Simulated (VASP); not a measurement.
# ReSb (zincblende type) (F-43m) in VASP: notebook

Runs on ReSb (zincblende type). Level: PBE. Tasks: single point.

Program: VASP 6.6.1. These are calculated values, not measurements. Logs are shortened: lines on timing, memory, paths and dates and some standing lists are left out, and cuts for length are marked.

## Step 1: The cell of the first run

Symmetry: F-43m, No. 216, cubic system. The conventional cell has a = 5.500 Å, b = 5.500 Å, c = 5.500 Å, α = 90.00°, β = 90.00°, γ = 90.00°. Re (site symmetry -43m) has 4 Sb at 2.38 Å within 3.1 Å. Within 3.1 Å of Sb (site symmetry -43m) lie 4 Re at 2.38 Å.

## Step 2: Single point, PBE (20.79 Å³/atom)

INCAR reads:

```
ALGO = Normal
EDIFF = 1E-7
ENCUT = 520
GGA = PE
ISIF = 2
ISMEAR = -1
LASPH = True
LCHARG = False
LREAL = False
LWAVE = False
NBANDS = 13
NELM = 80
PREC = Accurate
SIGMA = 0.08
```

KPOINTS reads:

```
k-points
0
Gamma
  12 12 12
```

POSCAR reads:

```
ReSb
1.0
    0.0000000000      2.7498431179      2.7498431179
    2.7498431179      0.0000000000      2.7498431179
    2.7498431179      2.7498431179      0.0000000000
Re Sb
1 1
Direct
    0.0000000000      0.0000000000      0.0000000000
    0.2500000000      0.2500000000      0.2500000000
```

Potentials or basis: VASP PAW PBE potentials, release 64 (Re, Sb).

Started as:

```console
> cat potpaw_PBE.64/Re/POTCAR potpaw_PBE.64/Sb/POTCAR > POTCAR
> mpirun -np 1 vasp_std > vasp.out
```

OUTCAR:

```text
EDIFF = 1E-7
   ENCUT = 520
   GGA = PE
   ISIF = 2
   ISMEAR = -1
   LASPH = True
   LREAL = False
   NELM = 80
   PREC = Accurate

 ion  position               nearest neighbor table
   1  0.000  0.000  0.000-   2 2.38   2 2.38   2 2.38   2 2.38
   2  0.250  0.250  0.250-   1 2.38   1 2.38   1 2.38   1 2.38

  LATTYP: Found a face centered cubic cell.
 ALAT       =     5.4996862358

  Lattice vectors:

 A1 = (   0.0000000000,   2.7498431179,   2.7498431179)
 A2 = (   2.7498431179,   0.0000000000,   2.7498431179)
 A3 = (   2.7498431179,   2.7498431179,   0.0000000000)

Analysis of symmetry for initial positions (statically):
=====================================================================
 Subroutine PRICEL returns:
 Original cell was already a primitive cell.

 Routine SETGRP: Setting up the symmetry group for a
 face centered cubic supercell.

 Subroutine GETGRP returns: Found 24 space group operations
 (whereof 24 operations were pure point group operations)
 out of a pool of 48 trial point group operations.

The static configuration has the point symmetry T_d .

Analysis of symmetry for dynamics (positions and initial velocities):
=====================================================================
 Subroutine PRICEL returns:
 Original cell was already a primitive cell.

 Routine SETGRP: Setting up the symmetry group for a
 face centered cubic supercell.

 Subroutine GETGRP returns: Found 24 space group operations
 (whereof 24 operations were pure point group operations)
 out of a pool of 48 trial point group operations.

The dynamic configuration has the point symmetry T_d .

 Subroutine INISYM returns: Found 24 space group operations
 (whereof 24 operations are pure point group operations),
 and found     1 'primitive' translations

----------------------------------------------------------------------------------------

                                     Primitive cell

  volume of cell :      41.5866

  direct lattice vectors                    reciprocal lattice vectors
     0.000000000  2.749843118  2.749843118    -0.181828555  0.181828555  0.181828555
     2.749843118  0.000000000  2.749843118     0.181828555 -0.181828555  0.181828555
     2.749843118  2.749843118  0.000000000     0.181828555  0.181828555 -0.181828555

  length of vectors
     3.888865432  3.888865432  3.888865432     0.314936295  0.314936295  0.314936295

  position of ions in fractional coordinates (direct lattice)
     0.000000000  0.000000000  0.000000000
     0.250000000  0.250000000  0.250000000

[... 87 lines left out ...]
   NELECT =      12.0000    total number of electrons
   NUPDOWN=      -1.0000    fix difference up-down
   EMIN   =  10.00;   EMAX   =-10.00  energy-range for DOS
   EFERMI =   0.00;   METHOD = LEGACY
   ISMEAR =    -1;   SIGMA  =   0.08  broadening in eV -4-tet -1-fermi 0-gaus
   EFERMI_NEDOS =   21; number of points for ismear=-14 and -15
   IALGO  =     38    algorithm
   IMIX   =      4    mixing-type and parameters
     AMIX     =   0.40;   BMIX     =  1.00
     AMIX_MAG =   1.60;   BMIX_MAG =  1.00
  volume/ion in A,a.u.               =      20.79       140.32
  Fermi-wavevector in a.u.,A,eV,Ry     =   1.081809  2.044323 15.923049  1.170311
  Thomas-Fermi vector in A             =   2.217835
   LORBIT       =      0    0 simple, 1 ext, 2 COOP (PROOUT), +10 PAW based schemes
   GGA     = PE    functional components
   LHFCALC =     F    Hartree Fock is set to
   AEXX    =    0.0000 exact exchange contribution
   IVDW    =     0    specifies the selected vdW correction
   LEPSILON=     F    determine dielectric tensor
   LRPA    =     F    only Hartree local field effects (RPA)
 non-spin polarized calculation
  energy-cutoff  :      520.00
  volume of cell :       41.59
 maximum number of plane-waves:      1139
 NGX is ok and might be reduce to    30
   NGX = 15   NGY = 15   NGZ = 15

 number of electron      12.0000000 magnetization

 Free energy of the ion-electron system (eV)
  ---------------------------------------------------
  ext. energy  EPLUGINS =         0.00000000
  ---------------------------------------------------
  free energy    TOTEN  =       -12.06483618 eV

  energy without entropy =      -12.00746209  energy(sigma->0) =      -12.03614914

 E-fermi :   7.4910     XC(G=0): -11.1685

 val. band max:        7.4837031433   @ k =  -0.4167   0.5000   0.0833
 cond. band min:       7.4919783033   @ k =  -0.3333   0.5000   0.1667
 fundamental gap:      0.0082751600
 Fermi energy:         7.4910180164

 k-point     1 :       0.0000    0.0000    0.0000
  band No.  band energies     occupation
      1      -4.4998      2.00000
      2       3.8268      2.00000
      3       3.8268      2.00000
      4       3.8268      2.00000
      5       6.9857      1.99640
      6       6.9857      1.99640
      7      12.8507      0.00000
      8      14.9747      0.00000
      9      14.9747      0.00000
     10      14.9747      0.00000
     11      16.6796      0.00000
     12      16.6796      0.00000
     13      16.6796      0.00000
[... 354 lines left out ...]
  band No.  band energies     occupation
      1      -2.3813      2.00000
      2       2.6342      2.00000
      3       3.8501      2.00000
      4       4.4979      2.00000
      5       6.9342      1.99810
      6       7.1077      1.98354
      7       7.7689      0.06012
      8      10.7076      0.00000
      9      11.6000      0.00000
     10      14.1425      0.00000
     11      17.7734      0.00000
     12      18.5082      0.00000
     13      20.0139      0.00000

 [... further k-points ...]

------------------------ aborting loop because EDIFF is reached ----------------------------------------

  FORCE on cell =-STRESS in cart. coord.  units (eV):
  Direction    XX          YY          ZZ          XY          YZ          ZX
  --------------------------------------------------------------------------------------
  -------------------------------------------------------------------------------------
  Total       12.6851136     12.6851136     12.6851136     -0.0000000      0.0000000     -0.0000000
  in kB      488.7099648    488.7099648    488.7099648     -0.0000000      0.0000000     -0.0000000
  external PRESSURE =     488.7099648 kB  Pullay stress =       0.0000000 kB

 VOLUME and BASIS-vectors are now :
 -----------------------------------------------------------------------------
  energy-cutoff  :      520.00
  volume of cell :       41.59
      direct lattice vectors                 reciprocal lattice vectors
     0.000000000  2.749843118  2.749843118    -0.181828555  0.181828555  0.181828555
     2.749843118  0.000000000  2.749843118     0.181828555 -0.181828555  0.181828555
     2.749843118  2.749843118  0.000000000     0.181828555  0.181828555 -0.181828555

 POSITION                                       TOTAL-FORCE (eV/Angst)
 -----------------------------------------------------------------------------------
      0.00000      0.00000      0.00000         0.000000     -0.000000      0.000000
      1.37492      1.37492      1.37492        -0.000000      0.000000     -0.000000
 -----------------------------------------------------------------------------------
    total drift:                               -0.000000     -0.000000     -0.000000

  FREE ENERGIE OF THE ION-ELECTRON SYSTEM (eV)
  ---------------------------------------------------
  free  energy   TOTEN  =       -12.0648361848 eV

  energy  without entropy=      -12.0074620931  energy(sigma->0) =      -12.03614914
```

OSZICAR:

```text
N       E                     dE             d eps       ncg     rms          rms(c)
DAV:   1     0.380198722974E+02    0.38020E+02   -0.51836E+03  2918   0.915E+02
DAV:   2    -0.109959207531E+02   -0.49016E+02   -0.46414E+02  3144   0.187E+02
DAV:   3    -0.122889908231E+02   -0.12931E+01   -0.12859E+01  2596   0.352E+01
DAV:   4    -0.122965357047E+02   -0.75449E-02   -0.75374E-02  2955   0.223E+00
DAV:   5    -0.122967680409E+02   -0.23234E-03   -0.23232E-03  2646   0.391E-01    0.254E+01
DAV:   6    -0.121237596538E+02    0.17301E+00   -0.24268E-01  3163   0.816E+00    0.134E+01
DAV:   7    -0.120664307071E+02    0.57329E-01   -0.55080E-02  3123   0.345E+00    0.386E+00
DAV:   8    -0.120654211195E+02    0.10096E-02   -0.50762E-03  3048   0.886E-01    0.277E-01
DAV:   9    -0.120648156544E+02    0.60547E-03   -0.13729E-03  3013   0.566E-01    0.856E-02
DAV:  10    -0.120648343303E+02   -0.18676E-04   -0.53020E-05  2704   0.488E-02    0.319E-02
DAV:  11    -0.120648357826E+02   -0.14523E-05   -0.65039E-06  2730   0.175E-02    0.663E-03
DAV:  12    -0.120648359881E+02   -0.20543E-06   -0.10372E-06  2468   0.226E-02    0.400E-03
DAV:  13    -0.120648361404E+02   -0.15233E-06   -0.23071E-08  1466   0.443E-03    0.112E-03
DAV:  14    -0.120648361848E+02   -0.44457E-07   -0.77859E-09  1196   0.103E-03
   1 F= -.12064836E+02 E0= -.12036149E+02  d E =-.573741E-01
```

stdout:

```text
POSCAR found type information on POSCAR ReSb
 POSCAR found :  2 types and       2 ions
 scaLAPACK will be used
 LDA part: xc-table for (Slater+PW92), standard interpolation
 POSCAR, INCAR and KPOINTS ok, starting setup
 FFT: planning ... GRIDC
 FFT: planning ... GRID_SOFT
 FFT: planning ... GRID
 WAVECAR not read
 entering main loop
```

Run time: 81 s. Hardware: 1 thread of Intel Xeon 8259CL, shared host; peak memory 0.2 GiB.

What came out:

| Property | Result |
| --- | --- |
| Free energy | -12.0648 eV |
| Pressure | 48.9 GPa |

Caveat: the cell stands under pressure; spin-orbit coupling is left out, which moves the levels of the heavy elements.

## Step 3: Single point, PBE (22.98 Å³/atom)

This run uses another cell than the first one, of 22.98 Å³/atom.

INCAR reads:

```
  ALGO = Normal
  EDIFF = 1E-6
  ENCUT = 520
  GGA = PE
  ISIF = 2
  ISMEAR = -1
  LASPH = True
  LCHARG = False
  LREAL = False
  LWAVE = False
  NBANDS = 13
  NELM = 80
  PREC = Accurate
  SIGMA = 0.08
```

KPOINTS is that of step 2.

POSCAR reads:

```
ReSb
1.0
    0.0000000000      2.8431284559      2.8431284559
    2.8431284559      0.0000000000      2.8431284559
    2.8431284559      2.8431284559      0.0000000000
Re Sb
1 1
Direct
    0.0000000000      0.0000000000      0.0000000000
    0.2500000000      0.2500000000      0.2500000000
```

Potentials or basis: VASP PAW PBE potentials, release 64 (Re, Sb).

Started as:

```console
> cat potpaw_PBE.64/Re/POTCAR potpaw_PBE.64/Sb/POTCAR > POTCAR
> mpirun -np 1 vasp_std > vasp.out
```

OUTCAR:

```text
EDIFF = 1E-6
   ENCUT = 520
   GGA = PE
   ISIF = 2
   ISMEAR = -1
   LASPH = True
   LREAL = False
   NELM = 80
   PREC = Accurate

 ion  position               nearest neighbor table
   1  0.000  0.000  0.000-   2 2.46   2 2.46   2 2.46   2 2.46
   2  0.250  0.250  0.250-   1 2.46   1 2.46   1 2.46   1 2.46

  LATTYP: Found a face centered cubic cell.
 ALAT       =     5.6862569118

  Lattice vectors:

 A1 = (   0.0000000000,   2.8431284559,   2.8431284559)
 A2 = (   2.8431284559,   0.0000000000,   2.8431284559)
 A3 = (   2.8431284559,   2.8431284559,   0.0000000000)

Analysis of symmetry for initial positions (statically):
=====================================================================
 Subroutine PRICEL returns:
 Original cell was already a primitive cell.

 Routine SETGRP: Setting up the symmetry group for a
 face centered cubic supercell.

 Subroutine GETGRP returns: Found 24 space group operations
 (whereof 24 operations were pure point group operations)
 out of a pool of 48 trial point group operations.

The static configuration has the point symmetry T_d .

Analysis of symmetry for dynamics (positions and initial velocities):
=====================================================================
 Subroutine PRICEL returns:
 Original cell was already a primitive cell.

 Routine SETGRP: Setting up the symmetry group for a
 face centered cubic supercell.

 Subroutine GETGRP returns: Found 24 space group operations
 (whereof 24 operations were pure point group operations)
 out of a pool of 48 trial point group operations.

The dynamic configuration has the point symmetry T_d .

 Subroutine INISYM returns: Found 24 space group operations
 (whereof 24 operations are pure point group operations),
 and found     1 'primitive' translations

----------------------------------------------------------------------------------------

                                     Primitive cell

[... 118 lines left out ...]
   IVDW    =     0    specifies the selected vdW correction
   LEPSILON=     F    determine dielectric tensor
   LRPA    =     F    only Hartree local field effects (RPA)
 non-spin polarized calculation
  energy-cutoff  :      520.00
  volume of cell :       45.96
 maximum number of plane-waves:      1258
 NGX is ok and might be reduce to    30
   NGX = 15   NGY = 15   NGZ = 15

 number of electron      12.0000000 magnetization

 Free energy of the ion-electron system (eV)
  ---------------------------------------------------
  ext. energy  EPLUGINS =         0.00000000
  ---------------------------------------------------
  free energy    TOTEN  =       -13.05163757 eV

  energy without entropy =      -12.98273757  energy(sigma->0) =      -13.01718757

 E-fermi :   6.3591     XC(G=0): -10.6867

 val. band max:        6.3550467154   @ k =  -0.3333   0.5000   0.1667
 cond. band min:       6.3599886560   @ k =  -0.2500   0.5000   0.2500
 fundamental gap:      0.0049419406
 Fermi energy:         6.3590676128

 k-point     1 :       0.0000    0.0000    0.0000
  band No.  band energies     occupation
      1      -5.0451      2.00000
      2       3.0170      2.00000
      3       3.0170      2.00000
      4       3.0170      2.00000
      5       5.9338      1.99022
      6       5.9338      1.99022
      7      11.1448      0.00000
      8      13.4041      0.00000
      9      13.4041      0.00000
     10      13.4041      0.00000
     11      14.5051      0.00000
     12      14.5051      0.00000
     13      14.5051      0.00000
[... 354 lines left out ...]
  band No.  band energies     occupation
      1      -3.2198      2.00000
      2       1.8533      2.00000
      3       3.0420      2.00000
      4       3.6155      2.00000
      5       5.8383      1.99702
      6       6.0362      1.96526
      7       6.6006      0.09316
      8       9.1979      0.00000
      9      10.0401      0.00000
     10      12.7158      0.00000
     11      15.7429      0.00000
     12      16.6421      0.00000
     13      18.1624      0.00000

 [... further k-points ...]

------------------------ aborting loop because EDIFF is reached ----------------------------------------

  FORCE on cell =-STRESS in cart. coord.  units (eV):
  Direction    XX          YY          ZZ          XY          YZ          ZX
  --------------------------------------------------------------------------------------
  -------------------------------------------------------------------------------------
  Total        7.1947083      7.1947083      7.1947083      0.0000000     -0.0000000      0.0000000
  in kB      250.7866028    250.7866028    250.7866028      0.0000000     -0.0000000      0.0000000
  external PRESSURE =     250.7866028 kB  Pullay stress =       0.0000000 kB

 VOLUME and BASIS-vectors are now :
 -----------------------------------------------------------------------------
  energy-cutoff  :      520.00
  volume of cell :       45.96
      direct lattice vectors                 reciprocal lattice vectors
     0.000000000  2.843128456  2.843128456    -0.175862613  0.175862613  0.175862613
     2.843128456  0.000000000  2.843128456     0.175862613 -0.175862613  0.175862613
     2.843128456  2.843128456  0.000000000     0.175862613  0.175862613 -0.175862613

 POSITION                                       TOTAL-FORCE (eV/Angst)
 -----------------------------------------------------------------------------------
      0.00000      0.00000      0.00000        -0.000000      0.000000      0.000000
      1.42156      1.42156      1.42156         0.000000     -0.000000     -0.000000
 -----------------------------------------------------------------------------------
    total drift:                               -0.000000     -0.000000     -0.000000

  FREE ENERGIE OF THE ION-ELECTRON SYSTEM (eV)
  ---------------------------------------------------
  free  energy   TOTEN  =       -13.0516375701 eV

  energy  without entropy=      -12.9827375673  energy(sigma->0) =      -13.01718757
```

OSZICAR:

```text
N       E                     dE             d eps       ncg     rms          rms(c)
DAV:   1     0.367588073521E+02    0.36759E+02   -0.50650E+03  2933   0.885E+02
DAV:   2    -0.119261825859E+02   -0.48685E+02   -0.46131E+02  3120   0.181E+02
DAV:   3    -0.132878039960E+02   -0.13616E+01   -0.13529E+01  2543   0.343E+01
DAV:   4    -0.132960897356E+02   -0.82857E-02   -0.82739E-02  3003   0.231E+00
DAV:   5    -0.132964181945E+02   -0.32846E-03   -0.32845E-03  2680   0.492E-01    0.217E+01
DAV:   6    -0.130994606718E+02    0.19696E+00   -0.60790E-01  3158   0.148E+01    0.967E+00
DAV:   7    -0.130582006633E+02    0.41260E-01   -0.73860E-02  3118   0.483E+00    0.486E+00
DAV:   8    -0.130518344388E+02    0.63662E-02   -0.15281E-02  3153   0.189E+00    0.231E-01
DAV:   9    -0.130516042119E+02    0.23023E-03   -0.82439E-04  3028   0.465E-01    0.129E-01
DAV:  10    -0.130516230478E+02   -0.18836E-04   -0.53272E-05  2646   0.592E-02    0.638E-02
DAV:  11    -0.130516372945E+02   -0.14247E-04   -0.16960E-05  2747   0.283E-02    0.104E-02
DAV:  12    -0.130516375701E+02   -0.27555E-06   -0.12696E-06  2150   0.171E-02
   1 F= -.13051638E+02 E0= -.13017188E+02  d E =-.689000E-01
```

stdout:

```text
POSCAR found type information on POSCAR ReSb
 POSCAR found :  2 types and       2 ions
 scaLAPACK will be used
 LDA part: xc-table for (Slater+PW92), standard interpolation
 POSCAR, INCAR and KPOINTS ok, starting setup
 FFT: planning ... GRIDC
 FFT: planning ... GRID_SOFT
 FFT: planning ... GRID
 WAVECAR not read
 entering main loop
```

Run time: 91 s. Hardware: 1 thread of Intel Xeon 8259CL, shared host; peak memory 0.2 GiB.

What came out:

* Free energy: -13.0516 eV
* Pressure: 25.1 GPa
* Band gap on the k mesh: zero (bands 6 and 7 overlap by 0.03 eV)

Levels at points of the mesh, in eV from the Fermi level:
```
           k point  band 3  band 4  band 5  band 6  band 7  band 8  band 9  band 10
(0.00, 0.00, 0.00)   -3.34   -3.34   -0.43   -0.43    4.79    7.05    7.05     7.05
(0.50, 0.00, 0.00)   -2.95   -2.95   -0.14   -0.14   -0.05    3.93    3.93     5.48
(0.50, 0.50, 0.00)   -1.72   -1.72   -1.34   -0.10    0.01    1.06    1.06     7.34
```

Caveat: the cell stands under pressure; spin-orbit coupling is left out, which moves the levels of the heavy elements.

(Part 1 of 2 ends here.)
